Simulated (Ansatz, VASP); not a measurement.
## Ta: VASP beside Ansatz

```
Ta
1.0
     0.00000    2.13246    2.13246
     2.13246    0.00000    2.13246
     2.13246    2.13246    0.00000
Ta
1
Direct
  0.00000 0.00000 0.00000
```

Alike in both runs: functional BLYP; k mesh 13 × 13 × 13; occupations fermi-dirac, width 0.1 eV; no spin polarisation.

Ansatz relaxed the structure, and its values are those at the end. VASP's run is a single point on that final structure, the one shown.

```csv
,VASP,Ansatz
version,VASP 6.6.1,Ansatz 0.2.0
potentials or method,"VASP PAW PBE potentials, release 64 (Ta_pv), cutoff 520 eV","plane waves (420 eV) with PAW, scalar-relativistic"
valence electrons in the cell,11,13
```

|  | VASP | Ansatz | Ansatz less VASP |
| --- | --- | --- | --- |
| pressure (GPa) | 0.8 | 0.0 | -0.82 |

VASP's potentials were made for PBE, not for BLYP. VASP's potentials hold 11 valence electrons a cell and Ansatz's 13, so a difference there can come from the potentials and not from the codes.

Spin-orbit coupling is off throughout.
